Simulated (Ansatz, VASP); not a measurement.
Two plane-wave programs on Zr

The input INCAR:

```
PREC     = Accurate       # precision mode
ENCUT    = 520            # plane-wave cutoff, eV
EDIFF    = 1E-7           # SCF threshold, eV
ISMEAR   = -1             # smearing method
SIGMA    = 0.1            # smearing width, eV
LREAL    = F              # projectors in reciprocal space
LASPH    = T              # aspherical terms in the spheres
NELM     = 80             # most SCF steps
ALGO     = Normal         # electronic algorithm
ISIF     = 2              # what is computed and relaxed
LWAVE    = F              # write WAVECAR
LCHARG   = F              # write CHGCAR
GGA      = CA             # functional
NBANDS   = 19             # bands
```

KPOINTS

```
Automatic mesh
0
Gamma
  12 12 6
```

The input POSCAR:

```
Zr
1.0
    3.1439658570      0.0000000000      0.0000000000
   -1.5719829285      2.7227543008      0.0000000000
    0.0000000000      0.0000000000      5.0894642375
Zr
2
Direct
    0.3333333333      0.6666666667      0.2500000000
    0.6666666667      0.3333333333      0.7500000000
```

Input for Ansatz:

```yaml
crystal:
  lattice:
    - [3.143965857, 0.0, 0.0]
    - [-1.5719829285, 2.7227543008, 0.0]
    - [0.0, 0.0, 5.0894642375]
  atoms:
    - { symbol: Zr, position: [0.3333333333, 0.6666666667, 0.25] }
    - { symbol: Zr, position: [0.6666666667, 0.3333333333, 0.75] }
hamiltonian:
  xc: lda
  pseudopotentials:
    kind: paw
    azcp:
      Zr: "pseudopotentials/Zr.paw.azcp"
basis:
  ecutwfc: 600
  fft_grid_basis: typed
kpoints:
  mp_grid: { grid: [12, 12, 6], shift: [0, 0, 0] }
magnetization:
  spin_polarized: false
scf:
  occupations: { method: fermi_dirac, width: 0.1 }
  lower_state_search: "off"
output:
  stress: true
```

Alike in both runs: task single point; functional LDA; k mesh 12 × 12 × 6; occupations fermi-dirac, width 0.1 eV; no spin polarisation.

```csv
,VASP,Ansatz
version,VASP 6.6.1,Ansatz 0.2.0
potentials or method,"VASP PAW LDA potentials, release 64 (Zr_sv), cutoff 520 eV","plane waves (600 eV) with PAW, scalar-relativistic"
valence electrons in the cell,24,24
```

|  | VASP | Ansatz | Ansatz less VASP |
| --- | --- | --- | --- |
| pressure (GPa) | 0.2 | 0.1 | -0.10 |
| traceless stress, the component that is largest in VASP (GPa) | -0.02 | -0.05 | -0.040 |

Ansatz warns that its potentials were made for another functional, while VASP's fit it. LDA's correlation is that of Perdew and Zunger in VASP and of Perdew and Wang (1992) in Ansatz.
